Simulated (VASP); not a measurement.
# Pd (Pm-3m) in VASP: a series of runs

Runs on Pd. Level: BLYP. Tasks: single point, relaxation of cell and atoms.

All numbers are computed with VASP 6.6.1; they aren't measurements. Logs are shortened: lines on timing, memory, paths and dates and some standing lists are left out, and cuts for length are marked.

### Step 1. The cell of the first run

Symmetry: Pm-3m, No. 221, cubic system. Conventional cell: a = 2.738 Å, b = 2.738 Å, c = 2.738 Å, α = 90.00°, β = 90.00°, γ = 90.00°. Within 3.6 Å of Pd (site symmetry m-3m) lie 6 Pd at 2.74 Å.

This isn't the form of Pd at room conditions, which is fcc.

### Step 2. Single point, BLYP, collinear spin (20.54 Å³/atom)

Contents of INCAR:

```
PREC     = Accurate       # precision mode
ENCUT    = 520            # plane-wave cutoff, eV
EDIFF    = 1E-6           # SCF threshold, eV
ISMEAR   = -1             # smearing method
SIGMA    = 0.05           # smearing width, eV
LREAL    = False          # projectors in reciprocal space
LASPH    = True           # aspherical terms in the spheres
NELM     = 150            # most SCF steps
ALGO     = Normal         # electronic algorithm
ISIF     = 2              # what is computed and relaxed
LWAVE    = False          # write WAVECAR
LCHARG   = False          # write CHGCAR
ISPIN    = 2              # spin polarisation
MAGMOM   = 0.5            # initial moments
LORBIT   = 11             # projections on sites
LMAXMIX  = 4              # l up to which the mixer works
GGA      = B5             # functional
ALDAX    = 1.0          
AGGAX    = 1.0          
AGGAC    = 1.0          
ALDAC    = 0.0          
NBANDS   = 15             # bands
```

Contents of KPOINTS:

```
regular mesh
0
Gamma
  13 13 13
```

Contents of POSCAR:

```
Pd
1.0
    2.7384246940      0.0000000000      0.0000000000
    0.0000000000      2.7384246940      0.0000000000
    0.0000000000      0.0000000000      2.7384246940
Pd
1
Direct
    0.0000000000      0.0000000000      0.0000000000
```

Potentials or basis: VASP PAW PBE potentials, release 64 (Pd).

Started as:

```bash
> cat potpaw_PBE.64/Pd/POTCAR > POTCAR
> mpirun -np 1 vasp_std > vasp.out
```

OUTCAR:

```text
PREC = Accurate
   ENCUT = 520
   EDIFF = 1E-6
   ISMEAR = -1
   LREAL = False
   LASPH = True
   NELM = 150
   ISIF = 2
   ISPIN = 2
   LORBIT = 11
   GGA = B5

 ion  position               nearest neighbor table
   1  0.000  0.000  0.000-

  LATTYP: Found a simple cubic cell.
 ALAT       =     2.7384246940

  Lattice vectors:

 A1 = (   2.7384246940,   0.0000000000,   0.0000000000)
 A2 = (   0.0000000000,   2.7384246940,   0.0000000000)
 A3 = (   0.0000000000,   0.0000000000,   2.7384246940)

Analysis of symmetry for initial positions (statically):
=====================================================================
 Subroutine PRICEL returns:
 Original cell was already a primitive cell.

 Routine SETGRP: Setting up the symmetry group for a
 simple cubic supercell.

 Subroutine GETGRP returns: Found 48 space group operations
 (whereof 48 operations were pure point group operations)
 out of a pool of 48 trial point group operations.

The static configuration has the point symmetry O_h .

Analysis of symmetry for dynamics (positions and initial velocities):
=====================================================================
 Subroutine PRICEL returns:
 Original cell was already a primitive cell.

 Routine SETGRP: Setting up the symmetry group for a
 simple cubic supercell.

 Subroutine GETGRP returns: Found 48 space group operations
 (whereof 48 operations were pure point group operations)
 out of a pool of 48 trial point group operations.

The dynamic configuration has the point symmetry O_h .

Analysis of structural, dynamic, and magnetic symmetry:
=====================================================================
 Subroutine PRICEL returns:
 Original cell was already a primitive cell.

 Routine SETGRP: Setting up the symmetry group for a
 simple cubic supercell.

 Subroutine GETGRP returns: Found 48 space group operations
 (whereof 48 operations were pure point group operations)
 out of a pool of 48 trial point group operations.

The overall configuration has the point symmetry O_h .

 Subroutine INISYM returns: Found 48 space group operations
 (whereof 48 operations are pure point group operations),
 and found     1 'primitive' translations

----------------------------------------------------------------------------------------

                                     Primitive cell

  volume of cell :      20.5354

  direct lattice vectors                    reciprocal lattice vectors
     2.738424694  0.000000000  0.000000000     0.365173453  0.000000000  0.000000000
     0.000000000  2.738424694  0.000000000     0.000000000  0.365173453  0.000000000
     0.000000000  0.000000000  2.738424694     0.000000000  0.000000000  0.365173453

  length of vectors
     2.738424694  2.738424694  2.738424694     0.365173453  0.365173453  0.365173453

  position of ions in fractional coordinates (direct lattice)
     0.000000000  0.000000000  0.000000000

  ion indices of the primitive-cell ions
   primitive index   ion index
                 1           1

----------------------------------------------------------------------------------------

 KPOINTS: regular mesh

Automatic generation of k-mesh.
 Grid dimensions read from file:
 generate k-points for:   13   13   13

 Generating k-lattice:

  Cartesian coordinates                     Fractional coordinates (reciprocal lattice)
     0.028090266  0.000000000  0.000000000     0.076923077  0.000000000  0.000000000
     0.000000000  0.028090266  0.000000000     0.000000000  0.076923077  0.000000000
     0.000000000  0.000000000  0.028090266     0.000000000  0.000000000  0.076923077

  Length of vectors
     0.028090266  0.028090266  0.028090266

  Shift w.r.t. Gamma in fractional coordinates (k-lattice)
     0.000000000  0.000000000  0.000000000

 Subroutine IBZKPT returns following result:
 ===========================================

 Found     84 irreducible k-points:

 Following reciprocal coordinates:
            Coordinates               Weight
  0.000000  0.000000  0.000000      1.000000
[... 46 lines left out ...]

 val. band max:        5.8222013338   @ k =   0.2308   0.0000   0.0000
 cond. band min:       5.8481200216   @ k =   0.3077   0.0000   0.0000
 fundamental gap:      0.0259186878
 Fermi energy:         5.8262020862

 spin component 1

 k-point     1 :       0.0000    0.0000    0.0000
  band No.  band energies     occupation
      1       0.8893      1.00000
      2       2.1937      1.00000
      3       2.1937      1.00000
      4       5.7729      0.74403
      5       5.7729      0.74402
      6       5.7729      0.74402
      7      21.2219      0.00000
      8      21.2219      0.00000
      9      21.2219      0.00000
     10      27.0857      0.00000
     11      27.0857      0.00000
     12      27.4752      0.00000
     13      32.8398      0.00000
     14      34.3540      0.00000
     15      34.3540      0.00000
[... 397 lines left out ...]
 k-point    24 :       0.3846    0.3077    0.0000
  band No.  band energies     occupation
      1       2.7623      1.00000
      2       2.8750      1.00000
      3       4.8457      1.00000
      4       4.9091      1.00000
      5       5.0981      1.00000
      6       7.5456      0.00000
      7      12.9344      0.00000
      8      17.5499      0.00000
      9      21.8051      0.00000
     10      26.9500      0.00000
     11      28.3871      0.00000
     12      29.9142      0.00000
     13      32.1855      0.00000
     14      32.7421      0.00000
     15      35.9062      0.00000

 [... further k-points ...]

 spin component 2

 k-point     1 :       0.0000    0.0000    0.0000
  band No.  band energies     occupation
      1       0.8894      1.00000
      2       2.1940      1.00000
      3       2.1940      1.00000
      4       5.7735      0.74158
      5       5.7735      0.74157
      6       5.7735      0.74157
      7      21.2222      0.00000
      8      21.2222      0.00000
      9      21.2222      0.00000
     10      27.0857      0.00000
     11      27.0857      0.00000
     12      27.4751      0.00000
     13      32.8401      0.00000
     14      34.3542      0.00000
     15      34.3542      0.00000
[... 397 lines left out ...]
 k-point    24 :       0.3846    0.3077    0.0000
  band No.  band energies     occupation
      1       2.7626      1.00000
      2       2.8754      1.00000
      3       4.8463      1.00000
      4       4.9095      1.00000
      5       5.0987      1.00000
      6       7.5458      0.00000
      7      12.9346      0.00000
      8      17.5501      0.00000
      9      21.8052      0.00000
     10      26.9500      0.00000
     11      28.3873      0.00000
     12      29.9142      0.00000
     13      32.1857      0.00000
     14      32.7423      0.00000
     15      35.9062      0.00000

 [... further k-points ...]

------------------------ aborting loop because EDIFF is reached ----------------------------------------

  FORCE on cell =-STRESS in cart. coord.  units (eV):
  Direction    XX          YY          ZZ          XY          YZ          ZX
  --------------------------------------------------------------------------------------
  -------------------------------------------------------------------------------------
  Total       -0.7827701     -0.7827701     -0.7827701      0.0000000      0.0000000     -0.0000000
  in kB      -61.0720373    -61.0720373    -61.0720373      0.0000000      0.0000000     -0.0000000
  external PRESSURE =     -61.0720373 kB  Pullay stress =       0.0000000 kB

 VOLUME and BASIS-vectors are now :
 -----------------------------------------------------------------------------
  energy-cutoff  :      520.00
  volume of cell :       20.54
      direct lattice vectors                 reciprocal lattice vectors
     2.738424694  0.000000000  0.000000000     0.365173453  0.000000000  0.000000000
     0.000000000  2.738424694  0.000000000     0.000000000  0.365173453  0.000000000
     0.000000000  0.000000000  2.738424694     0.000000000  0.000000000  0.365173453

 POSITION                                       TOTAL-FORCE (eV/Angst)
 -----------------------------------------------------------------------------------
      0.00000      0.00000      0.00000         0.000000      0.000000      0.000000
 -----------------------------------------------------------------------------------
    total drift:                                0.000000      0.000000      0.000000

  FREE ENERGIE OF THE ION-ELECTRON SYSTEM (eV)
  ---------------------------------------------------
  free  energy   TOTEN  =        -4.0400304548 eV

  energy  without entropy=       -4.0263208261  energy(sigma->0) =       -4.03317564

 total charge

# of ion       s       p       d       tot
------------------------------------------
    1        0.418   0.234   8.532   9.184

 magnetization (x)

# of ion       s       p       d       tot
------------------------------------------
    1        0.000   0.000   0.000   0.000
```

Wall time 59 s (1 thread of Intel Xeon 8259CL, shared host); peak memory 0.16 GiB.

Results:

```yaml
Free_energy: -4.0400 eV
Pressure: -6.1 GPa
Band_gap_on_the_k_mesh: zero (filled and empty bands overlap)
Net_moment: 0.00 μB per cell
Valence_electrons_inside_the_program's_atomic_spheres: Pd 9.18
```

Levels at points of the mesh, in eV from the Fermi level:
Spin up:
```
           k point  band 1  band 2  band 3  band 4  band 5  band 6  band 7  band 8  band 9  band 10
(0.00, 0.00, 0.00)   -4.94   -3.63   -3.63   -0.05   -0.05   -0.05   15.40   15.40   15.40    21.26
```
Spin down:
```csv
k point,band 2,band 3,band 4,band 5,band 6,band 7,band 8,band 9
"(0.00, 0.00, 0.00)",-3.63,-3.63,-0.05,-0.05,-0.05,15.40,15.40,15.40
```

Caveat: the cell stands under tension; the PAW data sets were made with another functional, which shifts forces and pressure a little.

### Step 3. Single point, BLYP, collinear spin (21.30 Å³/atom)

This run uses another cell than the first one, of 21.30 Å³/atom.

Contents of INCAR:

```
SYSTEM = Pd
  PREC = Accurate
  ENCUT = 520
  EDIFF = 1E-7
  ISMEAR = -1
  SIGMA = 0.05
  LREAL = .FALSE.
  LASPH = .TRUE.
  NELM = 150
  ALGO = Normal
  ISIF = 2
  LWAVE = .FALSE.
  LCHARG = .TRUE.
  ISPIN = 2
  MAGMOM = 0.5
  LORBIT = 11
  LMAXMIX = 4
  GGA = B5
  ALDAX = 1.0
  AGGAX = 1.0
  AGGAC = 1.0
  ALDAC = 0.0
  LELF = .TRUE.
  LVHAR = .TRUE.
  NBANDS = 15
```

Contents of KPOINTS:

```
regular mesh
0
G
  13 13 13
  0 0 0
```

Contents of POSCAR:

```
Pd
1.0
    2.7718234087      0.0000000000      0.0000000000
    0.0000000000      2.7718234087      0.0000000000
    0.0000000000      0.0000000000      2.7718234087
Pd
1
Direct
    0.0000000000      0.0000000000      0.0000000000
```

Potentials or basis: VASP PAW PBE potentials, release 64 (Pd).

Started as:

```bash
> cat potpaw_PBE.64/Pd/POTCAR > POTCAR
> mpirun -np 1 vasp_std > vasp.out
```

Wall time 74 s (1 thread of Intel Xeon 8259CL, shared host); peak memory 0.18 GiB.

Results (log left out):

```yaml
Free_energy: -4.0064 eV
Pressure: -8.1 GPa
Band_gap_on_the_k_mesh: zero (filled and empty bands overlap)
Net_moment: 0.00 μB per cell
Valence_electrons_inside_the_program's_atomic_spheres: Pd 9.15
```

Levels at points of the mesh, in eV from the Fermi level:
Spin up:
```
           k point  band 3  band 4  band 5  band 6  band 7  band 8
(0.00, 0.00, 0.00)   -3.44   -0.06   -0.06   -0.06   15.12   15.12
```
Spin down:
| k point | band 3 | band 4 | band 5 | band 6 | band 7 | band 8 |
| --- | --- | --- | --- | --- | --- | --- |
| (0.00, 0.00, 0.00) | -3.44 | -0.06 | -0.06 | -0.06 | 15.12 | 15.12 |

Caveat: the cell stands under tension; the PAW data sets were made with another functional, which shifts forces and pressure a little.

### Step 4. Relaxation of cell and atoms, BLYP, collinear spin

This run uses another cell than the first one, of 15.89 Å³/atom.

Contents of INCAR:

```
SYSTEM = Pd
  PREC = Accurate
  ENCUT = 600
  EDIFF = 1E-6
  ISMEAR = -1
  SIGMA = 0.05
  LREAL = .FALSE.
  LASPH = .TRUE.
  NELM = 150
  ALGO = Normal
  ISIF = 3
  LWAVE = .FALSE.
  LCHARG = .FALSE.
  ISPIN = 2
  MAGMOM = 0.5
  LORBIT = 11
  LMAXMIX = 4
  GGA = B5
  ALDAX = 1.0
  AGGAX = 1.0
  AGGAC = 1.0
  ALDAC = 0.0
  IBRION = 2
  NSW = 80
  EDIFFG = -0.01
```

Contents of KPOINTS:

```
Automatic mesh
0
G
  12 12 12
  0 0 0
```

Contents of POSCAR:

```
Pd
1.0
    2.5140960172      0.0000000000      0.0000000000
    0.0000000000      2.5140960172      0.0000000000
    0.0000000000      0.0000000000      2.5140960172
Pd
1
Direct
    0.0000000000      0.0000000000      0.0000000000
```

Started as:

```bash
> cat potpaw_PBE.64/Pd/POTCAR > POTCAR
> mpirun -np 1 vasp_std > vasp.out
```

Run time: 4.2 min. Hardware: 1 thread of Intel Xeon 8259CL, shared host; peak memory 0.15 GiB.

It converged, with:

* Free energy: -4.0694 eV
* Relaxed volume: 19.05 Å³/atom
* Relaxed cell: a = 2.671 Å, b = 2.671 Å, c = 2.671 Å, α = 90.00°, β = 90.00°, γ = 90.00°
* Space group after relaxing (to 0.1 Å): Pm-3m (No. 221)
* Energy gained by relaxing: 237.9 meV/atom
* Ionic steps: 19
* Pressure after relaxing: 0.0 GPa
* Band gap on the k mesh: zero (filled and empty bands overlap)
* Net moment: 0.00 μB per cell
* Valence electrons inside the program's atomic spheres: Pd 9.28

Step by step:
| step | energy change (eV) | largest force (eV/Å) | pressure (GPa) | volume (Å³) |
| --- | --- | --- | --- | --- |
| 1 | 0.0000 | 0.0000 | 29.32 | 15.89 |
| 2 | -0.0332 | 0.0000 | -11.57 | 23.56 |
| 3 | -0.2377 | 0.0000 | -0.59 | 19.18 |
| 4 | -0.2379 | 0.0000 | -0.20 | 19.10 |
| 5 | -0.2379 | 0.0000 | 0.15 | 19.03 |
| 6 | -0.2379 | 0.0000 | 0.14 | 19.03 |
| 7 | -0.2379 | 0.0000 | 0.13 | 19.03 |
| 8 | -0.2379 | 0.0000 | 0.14 | 19.03 |
| 9 | -0.2379 | 0.0000 | 0.14 | 19.03 |
| 10 | -0.2379 | 0.0000 | 0.14 | 19.03 |
| 11 | -0.2379 | 0.0000 | 0.14 | 19.03 |
| 12 | -0.2379 | 0.0000 | 0.14 | 19.03 |
| 13 | -0.2379 | 0.0000 | 0.13 | 19.03 |
| 14 | -0.2379 | 0.0000 | 0.13 | 19.03 |
| 15 | -0.2379 | 0.0000 | 0.12 | 19.03 |
| 16 | -0.2379 | 0.0000 | 0.11 | 19.03 |
| 17 | -0.2379 | 0.0000 | 0.11 | 19.03 |
| 18 | -0.2379 | 0.0000 | 0.09 | 19.04 |
| 19 | -0.2379 | 0.0000 | 0.03 | 19.05 |

Final structure:
```
CELL_PARAMETERS angstrom
2.67065 0.00000 0.00000
0.00000 2.67065 0.00000
0.00000 0.00000 2.67065
ATOMIC_POSITIONS crystal
Pd 0.00000 0.00000 0.00000
```

Levels at points of the mesh, in eV from the Fermi level:
Spin up:
| k point | band 2 | band 3 | band 4 | band 5 | band 6 | band 7 | band 8 | band 9 |
| --- | --- | --- | --- | --- | --- | --- | --- | --- |
| (0.00, 0.00, 0.00) | -4.02 | -4.02 | 0.00 | 0.00 | 0.00 | 15.97 | 15.97 | 15.97 |
| (0.50, 0.00, 0.00) | -3.50 | -1.37 | -1.37 | 0.13 | 0.89 | 4.50 | 18.34 | 20.92 |
| (0.50, 0.50, 0.00) | -3.05 | -1.12 | -1.12 | 1.03 | 5.55 | 5.55 | 10.58 | 12.38 |
| (0.50, 0.50, 0.50) | -3.41 | -3.41 | 1.12 | 1.12 | 10.65 | 10.65 | 10.65 | 11.65 |
Spin down:
| k point | band 2 | band 3 | band 4 | band 5 | band 6 | band 7 | band 8 | band 9 |
| --- | --- | --- | --- | --- | --- | --- | --- | --- |
| (0.00, 0.00, 0.00) | -4.02 | -4.02 | 0.00 | 0.00 | 0.00 | 15.97 | 15.97 | 15.97 |
| (0.50, 0.00, 0.00) | -3.50 | -1.37 | -1.37 | 0.13 | 0.89 | 4.50 | 18.34 | 20.92 |
| (0.50, 0.50, 0.00) | -3.05 | -1.12 | -1.12 | 1.03 | 5.55 | 5.55 | 10.58 | 12.38 |
| (0.50, 0.50, 0.50) | -3.41 | -3.41 | 1.12 | 1.12 | 10.65 | 10.65 | 10.65 | 11.65 |

Caveat: the volume moved by over 15 % at a fixed basis, so the end points are rough; the PAW data sets were made with another functional, which shifts forces and pressure a little.

### Step 5. Single point, BLYP, collinear spin

This run uses another cell than the first one, of 19.01 Å³/atom.

Contents of INCAR:

```
SYSTEM = Pd
  PREC = Accurate
  ENCUT = 520
  EDIFF = 1E-6
  ISMEAR = -1
  SIGMA = 0.05
  LREAL = .False.
  LASPH = .True.
  NELM = 150
  ALGO = Normal
  ISIF = 2
  LWAVE = .False.
  LCHARG = .False.
  ISPIN = 2
  MAGMOM = 0.5
  LORBIT = 11
  LMAXMIX = 4
  GGA = B5
  ALDAX = 1.0
  AGGAX = 1.0
  AGGAC = 1.0
  ALDAC = 0.0
  NBANDS = 15
```

Contents of KPOINTS:

```
regular mesh
0
Gamma
  19 19 19
  0 0 0
```

Contents of POSCAR:

```
Pd
1.0
    2.6690674600      0.0000000000      0.0000000000
    0.0000000000      2.6690674600      0.0000000000
    0.0000000000      0.0000000000      2.6690674600
Pd
1
Direct
    0.0000000000      0.0000000000      0.0000000000
```

Started as:

```bash
> cat potpaw_PBE.64/Pd/POTCAR > POTCAR
> mpirun -np 1 vasp_std > vasp.out
```

Run time: 1.9 min. Hardware: 1 thread of Intel Xeon 8259CL, shared host; peak memory 0.2 GiB.

Results (log left out):

```
Free energy                                           : -4.0689 eV
Pressure                                              : 0.2 GPa
Band gap on the k mesh                                : zero (filled and empty bands overlap)
Net moment                                            : 0.00 μB per cell
Valence electrons inside the program's atomic spheres : Pd 9.28
```

Levels at points of the mesh, in eV from the Fermi level:
Spin up:
| k point | band 2 | band 3 | band 4 | band 5 | band 6 | band 7 | band 8 | band 9 |
| --- | --- | --- | --- | --- | --- | --- | --- | --- |
| (0.00, 0.00, 0.00) | -4.07 | -4.07 | -0.03 | -0.03 | -0.03 | 15.96 | 15.96 | 15.96 |
Spin down:
| k point | band 1 | band 2 | band 3 | band 4 | band 5 | band 6 | band 7 | band 8 | band 9 | band 10 |
| --- | --- | --- | --- | --- | --- | --- | --- | --- | --- | --- |
| (0.00, 0.00, 0.00) | -5.40 | -4.07 | -4.07 | -0.03 | -0.03 | -0.03 | 15.96 | 15.96 | 15.96 | 22.21 |

Caveat: the PAW data sets were made with another functional, which shifts forces and pressure a little.

### Step 6. Overview

```csv
task,cell,k mesh,cutoff (eV),gap on the mesh (eV),pressure (GPa),moment (μB)
single point,"a = 2.738 Å, 1 atom",13 × 13 × 13,520,none,-6.1,0.00
single point,"a = 2.772 Å, 1 atom",13 × 13 × 13,520,none,-8.1,0.00
relaxation of cell and atoms,"relaxed from a = 2.514 Å, 1 atom",12 × 12 × 12,600,none,0.0,0.00
single point,"a = 2.669 Å, 1 atom",19 × 19 × 19,520,none,0.2,0.00
```

Alike in all rows: level BLYP; potentials or basis VASP PAW PBE potentials, release 64 (Pd); spin collinear; smearing fermi-dirac 0.05 eV.

Caveats: the PAW data sets were made with another functional, which shifts forces and pressure a little; the cell stands under tension (at least some runs); the volume moved by over 15 % at a fixed basis, so the end points are rough (at least some runs).

Total energies depend on the potentials used, so only differences within one code and one set of settings carry meaning.

The gap in the log of VASP goes by the Fermi energy; the results here count the filled bands.